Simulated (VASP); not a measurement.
# BaS (I4/mmm) in VASP: notebook

The runs below take BaS through single point, with PBE.

Program: VASP 6.6.1. These are calculated values, not measurements. Logs are shortened: lines on timing, memory, paths and dates and some standing lists are left out, and cuts for length are marked.

### 1 The cell of the first run

Symmetry: I4/mmm, No. 139, tetragonal system. Conventional cell: a = 4.678 Å, b = 4.678 Å, c = 6.359 Å, α = 90.00°, β = 90.00°, γ = 90.00°. Ba (site symmetry 4/mmm) has 6 S at 3.18 to 3.31 Å within 4.2 Å. Within 4.2 Å of S (site symmetry 4/mmm) lie 6 Ba at 3.18 to 3.31 Å.

### 2 Single point, PBE (epitaxial xy strain +3.0%)

The input, INCAR:

```
ALGO = Normal
EDIFF = 1E-7
ENCUT = 520
GGA = PE
ISIF = 2
ISMEAR = 0
LASPH = True
LCHARG = False
LREAL = False
LWAVE = False
NBANDS = 15
NELM = 60
PREC = Accurate
SIGMA = 0.01
```

The input, KPOINTS:

```
k-points
0
Gamma
  4 4 4
```

The input, POSCAR:

```
BaS
1.0
    0.0000000000      3.3081497501      3.1794439939
    3.3081497501      0.0000000000      3.1794439939
    3.3081497501      3.3081497501      0.0000000000
Ba S
1 1
Direct
    0.0000000000      0.0000000000      0.0000000000
    0.5000000000      0.5000000000      0.5000000000
```

Potentials or basis: VASP PAW PBE potentials, release 64 (Ba_sv, S).

On the command line:

```bash
cat potpaw_PBE.64/Ba_sv/POTCAR potpaw_PBE.64/S/POTCAR > POTCAR
mpirun -np 1 vasp_std > vasp.out
```

OUTCAR:

```text
EDIFF = 1E-7
   ENCUT = 520
   GGA = PE
   ISIF = 2
   ISMEAR = 0
   LASPH = True
   LREAL = False
   NELM = 60
   PREC = Accurate

 ion  position               nearest neighbor table
   1  0.000  0.000  0.000-   2 3.18   2 3.18   2 3.31   2 3.31   2 3.31   2 3.31
   2  0.500  0.500  0.500-   1 3.18   1 3.18   1 3.31   1 3.31   1 3.31   1 3.31

  LATTYP: Found a body centered tetragonal cell.
 ALAT       =     4.6784302430
 C/A-ratio  =     1.3591926474

  Lattice vectors:

 A1 = (   0.0000000000,  -3.3081497501,  -3.1794439939)
 A2 = (   0.0000000000,   3.3081497501,  -3.1794439939)
 A3 = (   3.3081497501,   0.0000000000,   3.1794439939)

Analysis of symmetry for initial positions (statically):
=====================================================================
 Subroutine PRICEL returns:
 Original cell was already a primitive cell.

 Routine SETGRP: Setting up the symmetry group for a
 body centered tetragonal supercell.

 Subroutine GETGRP returns: Found 16 space group operations
 (whereof 16 operations were pure point group operations)
 out of a pool of 16 trial point group operations.

The static configuration has the point symmetry D_4h.

Analysis of symmetry for dynamics (positions and initial velocities):
=====================================================================
 Subroutine PRICEL returns:
 Original cell was already a primitive cell.

 Routine SETGRP: Setting up the symmetry group for a
 body centered tetragonal supercell.

 Subroutine GETGRP returns: Found 16 space group operations
 (whereof 16 operations were pure point group operations)
 out of a pool of 16 trial point group operations.

The dynamic configuration has the point symmetry D_4h.

 Subroutine INISYM returns: Found 16 space group operations
 (whereof 16 operations are pure point group operations),
 and found     1 'primitive' translations

----------------------------------------------------------------------------------------

                                     Primitive cell

  volume of cell :      69.5907

  direct lattice vectors                    reciprocal lattice vectors
     0.000000000  3.308149750  3.179443994    -0.151141888  0.151141888  0.157260201
     3.308149750  0.000000000  3.179443994     0.151141888 -0.151141888  0.157260201
     3.308149750  3.308149750  0.000000000     0.151141888  0.151141888 -0.157260201

  length of vectors
     4.588324191  4.588324191  4.678430243     0.265364865  0.265364865  0.265364865

  position of ions in fractional coordinates (direct lattice)
     0.000000000  0.000000000  0.000000000
     0.500000000  0.500000000  0.500000000

  ion indices of the primitive-cell ions
   primitive index   ion index
                 1           1
                 2           2

----------------------------------------------------------------------------------------

 KPOINTS: k-points

Automatic generation of k-mesh.
 Grid dimensions read from file:
 generate k-points for:    4    4    4

 Generating k-lattice:

  Cartesian coordinates                     Fractional coordinates (reciprocal lattice)
    -0.037785472  0.037785472  0.039315050     0.250000000  0.000000000  0.000000000
     0.037785472 -0.037785472  0.039315050     0.000000000  0.250000000  0.000000000
     0.037785472  0.037785472 -0.039315050     0.000000000  0.000000000  0.250000000

  Length of vectors
     0.066341216  0.066341216  0.066341216

  Shift w.r.t. Gamma in fractional coordinates (k-lattice)
     0.000000000  0.000000000  0.000000000

 Subroutine IBZKPT returns following result:
 ===========================================

 Found     13 irreducible k-points:

 Following reciprocal coordinates:
            Coordinates               Weight
  0.000000  0.000000  0.000000      1.000000
  0.250000  0.000000  0.000000      8.000000
  0.500000  0.000000  0.000000      4.000000
  0.250000  0.250000  0.000000      2.000000
  0.500000  0.250000  0.000000      8.000000
 -0.250000  0.250000  0.000000      4.000000
  0.500000  0.500000  0.000000      1.000000
  0.250000  0.000000  0.250000      4.000000
  0.500000  0.000000  0.250000     16.000000
 -0.250000 -0.000000  0.250000      8.000000
 -0.250000  0.500000  0.250000      4.000000
  0.500000  0.000000  0.500000      2.000000
 -0.250000  0.250000  0.500000      2.000000
   k-points           NKPTS =     13   k-points in BZ     NKDIM =     13   number of bands    NBANDS=     15
   number of dos      NEDOS =    301   number of ions     NIONS =      2
   total plane-waves  NPLWV =  46656
   dimension x,y,z NGX =    36 NGY =   36 NGZ =   36
   dimension x,y,z NGXF=    72 NGYF=   72 NGZF=   72
   ions per type =               1   1
   NGX,Y,Z   is equivalent  to a cutoff of  13.04, 13.04, 12.79 a.u.
   NGXF,Y,Z  is equivalent  to a cutoff of  26.09, 26.09, 25.58 a.u.
 SYSTEM =  unknown system
   PREC   = accura    normal or accurate (medium, high low for compatibility)
   ISTART =      0    job   : 0-new  1-cont  2-samecut
   ICHARG =      2    charge: 1-file 2-atom 10-const
   ISPIN  =      1    spin polarized calculation?
   LNONCOLLINEAR =      F non collinear calculations
   LSORBIT =      F    spin-orbit coupling
   LASPH  =      T    aspherical Exc in radial PAW
   ENCUT  =  520.0 eV  38.22 Ry    6.18 a.u.   8.53  8.53  8.70*2*pi/ulx,y,z
   NELM   =     60;   NELMIN=  2; NELMDL= -5     # of ELM steps
   EDIFF  = 0.1E-06   stopping-criterion for ELM
   LREAL  =      F    real-space projection
   EDIFFG = 0.1E-05   stopping-criterion for IOM
   NSW    =      0    number of steps for IOM
   IBRION =     -1    ionic relax: 0-MD 1-quasi-New 2-CG
   NFREE  =      0    steps in history (QN), initial steepest desc. (CG)
   ISIF   =      2    stress and relaxation
   ISYM   =      2    0-nonsym 1-usesym 2-fastsym
   POTIM  = 0.5000    time-step for ionic-motion
   TEBEG  =    0.0;   TEEND  =   0.0 temperature during run
   PSTRESS=    0.0 pullay stress
   NELECT =      16.0000    total number of electrons
   NUPDOWN=      -1.0000    fix difference up-down
   EMIN   =  10.00;   EMAX   =-10.00  energy-range for DOS
   EFERMI =   0.00;   METHOD = LEGACY
   ISMEAR =     0;   SIGMA  =   0.01  broadening in eV -4-tet -1-fermi 0-gaus
   EFERMI_NEDOS =   21; number of points for ismear=-14 and -15
   IALGO  =     38    algorithm
   IMIX   =      4    mixing-type and parameters
     AMIX     =   0.40;   BMIX     =  1.00
     AMIX_MAG =   1.60;   BMIX_MAG =  1.00
  volume/ion in A,a.u.               =      34.80       234.81
  Fermi-wavevector in a.u.,A,eV,Ry     =   1.002915  1.895235 13.685276  1.005839
  Thomas-Fermi vector in A             =   2.135434
   LORBIT       =      0    0 simple, 1 ext, 2 COOP (PROOUT), +10 PAW based schemes
   GGA     = PE    functional components
   LHFCALC =     F    Hartree Fock is set to
   AEXX    =    0.0000 exact exchange contribution
   IVDW    =     0    specifies the selected vdW correction
   LEPSILON=     F    determine dielectric tensor
   LRPA    =     F    only Hartree local field effects (RPA)
 non-spin polarized calculation
 Gauss-broadening in eV      SIGMA  =   0.01
  energy-cutoff  :      520.00
  volume of cell :       69.59
 maximum number of plane-waves:      1891
 NGX is ok and might be reduce to    36
   NGX = 17   NGY = 17   NGZ = 17

 number of electron      15.9999999 magnetization

 Free energy of the ion-electron system (eV)
  ---------------------------------------------------
  ext. energy  EPLUGINS =         0.00000000
  ---------------------------------------------------
  free energy    TOTEN  =       -10.16598331 eV

  energy without entropy =      -10.16598331  energy(sigma->0) =      -10.16598331

 E-fermi :   1.3326     XC(G=0):  -8.3512

 val. band max:        1.2070454931   @ k =   0.0000   0.0000   0.0000
 cond. band min:       3.3144685382   @ k =   0.5000   0.5000   0.0000
 fundamental gap:      2.1074230451
 Fermi energy:         1.3325579252

 k-point     1 :       0.0000    0.0000    0.0000
  band No.  band energies     occupation
      1     -25.1614      2.00000
      2     -10.2262      2.00000
      3     -10.2262      2.00000
      4     -10.2209      2.00000
      5      -9.1330      2.00000
      6       1.0979      2.00000
      7       1.0979      2.00000
      8       1.2070      2.00000
      9       4.3702      0.00000
     10       4.8960      0.00000
     11       4.8960      0.00000
     12       5.1517      0.00000
     13       5.7250      0.00000
     14       6.0066      0.00000
     15       9.7519      0.00000

 k-point     2 :       0.2500    0.0000    0.0000
  band No.  band energies     occupation
      1     -25.1454      2.00000
      2     -10.7591      2.00000
      3     -10.2499      2.00000
      4     -10.2325      2.00000
      5      -8.5467      2.00000
      6       0.0603      2.00000
      7       0.5684      2.00000
      8       0.5832      2.00000
      9       5.1619      0.00000
     10       5.7587      0.00000
     11       5.8416      0.00000
     12       6.0766      0.00000
     13       7.1078      0.00000
     14       7.5291      0.00000
     15      11.3456      0.00000

 k-point     3 :       0.5000    0.0000    0.0000
  band No.  band energies     occupation
      1     -25.1294      2.00000
      2     -11.0986      2.00000
      3     -10.2733      2.00000
      4     -10.2417      2.00000
      5      -8.1508      2.00000
      6      -0.6705      2.00000
      7       0.1445      2.00000
      8       0.1712      2.00000
      9       6.4425      0.00000
     10       6.6091      0.00000
     11       7.1542      0.00000
     12       7.2334      0.00000
     13       9.3016      0.00000
     14       9.7049      0.00000
     15       9.7931      0.00000

 k-point     4 :       0.2500    0.2500    0.0000
  band No.  band energies     occupation
      1     -25.1385      2.00000
      2     -10.7188      2.00000
      3     -10.3102      2.00000
      4     -10.3102      2.00000
      5      -8.5696      2.00000
      6      -0.1247      2.00000
      7       0.8944      2.00000
      8       0.8944      2.00000
      9       4.0252      0.00000
     10       5.3815      0.00000
     11       6.2522      0.00000
     12       6.7723      0.00000
     13       6.7723      0.00000
     14       9.3909      0.00000
     15      12.1584      0.00000
[... 109 lines left out ...]
 k-point    11 :      -0.2500    0.5000    0.2500
  band No.  band energies     occupation
      1     -25.1188      2.00000
      2     -10.5668      2.00000
      3     -10.4990      2.00000
      4     -10.4930      2.00000
      5      -8.7097      2.00000
      6       0.1493      2.00000
      7       0.5711      2.00000
      8       0.7362      2.00000
      9       5.2560      0.00000
     10       5.2738      0.00000
     11       7.1710      0.00000
     12       7.8021      0.00000
     13       8.3316      0.00000
     14       9.8443      0.00000
     15      11.2666      0.00000

 k-point    12 :       0.5000    0.0000    0.5000
  band No.  band energies     occupation
      1     -25.1217      2.00000
      2     -10.6011      2.00000
      3     -10.3787      2.00000
      4     -10.3485      2.00000
      5      -9.0366      2.00000
      6       0.4894      2.00000
      7       0.9367      2.00000
      8       1.0540      2.00000
      9       3.3467      0.00000
     10       6.5984      0.00000
     11       7.0323      0.00000
     12       8.1205      0.00000
     13       8.3741      0.00000
     14       8.4036      0.00000
     15       9.3014      0.00000

 k-point    13 :      -0.2500    0.2500    0.5000
  band No.  band energies     occupation
      1     -25.1212      2.00000
      2     -10.6745      2.00000
      3     -10.4767      2.00000
      4     -10.4767      2.00000
      5      -8.5350      2.00000
      6       0.0302      2.00000
      7       0.5410      2.00000
      8       0.5410      2.00000
      9       5.5234      0.00000
     10       5.5234      0.00000
     11       6.9327      0.00000
     12       7.5769      0.00000
     13       8.1468      0.00000
     14      10.5692      0.00000
     15      11.1137      0.00000

------------------------ aborting loop because EDIFF is reached ----------------------------------------

  FORCE on cell =-STRESS in cart. coord.  units (eV):
  Direction    XX          YY          ZZ          XY          YZ          ZX
  --------------------------------------------------------------------------------------
  -------------------------------------------------------------------------------------
  Total       -0.8650791     -0.8650791      0.2878871      0.0000000     -0.0000000     -0.0000000
  in kB      -19.9165863    -19.9165863      6.6279823      0.0000000     -0.0000000     -0.0000000
  external PRESSURE =     -11.0683967 kB  Pullay stress =       0.0000000 kB

 VOLUME and BASIS-vectors are now :
 -----------------------------------------------------------------------------
  energy-cutoff  :      520.00
  volume of cell :       69.59
      direct lattice vectors                 reciprocal lattice vectors
     0.000000000  3.308149750  3.179443994    -0.151141888  0.151141888  0.157260201
     3.308149750  0.000000000  3.179443994     0.151141888 -0.151141888  0.157260201
     3.308149750  3.308149750  0.000000000     0.151141888  0.151141888 -0.157260201

 POSITION                                       TOTAL-FORCE (eV/Angst)
 -----------------------------------------------------------------------------------
      0.00000      0.00000      0.00000        -0.000000      0.000000      0.000000
      3.30815      3.30815      3.17944         0.000000     -0.000000      0.000000
 -----------------------------------------------------------------------------------
    total drift:                                0.000000      0.000000      0.000000

  FREE ENERGIE OF THE ION-ELECTRON SYSTEM (eV)
  ---------------------------------------------------
  free  energy   TOTEN  =       -10.1659833132 eV

  energy  without entropy=      -10.1659833132  energy(sigma->0) =      -10.16598331
```

It took 34 s on 1 thread of AMD EPYC 7R13, shared host; peak memory 0.17 GiB.

What came out:

```yaml
Free_energy: -10.1660 eV
Pressure: -1.1 GPa
Band_gap_on_the_k_mesh: 2.11 eV (least direct gap 2.29 eV)
```

Levels at points of the mesh, in eV from the valence-band top:
```
           k point  band 5  band 6  band 7  band 8  band 9  band 10  band 11  band 12
(0.00, 0.00, 0.00)  -10.34   -0.11   -0.11    0.00    3.16     3.69     3.69     3.94
(0.50, 0.00, 0.00)   -9.36   -1.88   -1.06   -1.04    5.24     5.40     5.95     6.03
(0.50, 0.50, 0.00)  -10.24   -0.54   -0.29   -0.29    2.11     5.58     5.74     7.03
(0.50, 0.00, 0.50)  -10.24   -0.72   -0.27   -0.15    2.14     5.39     5.83     6.91
```

Caveat: the cell differs from its parent crystal (epitaxial xy strain +3.0%); spin-orbit coupling is left out, which moves the levels of the heavy elements. A k mesh can miss the band edges.

(Continued in part 2 of 2.)
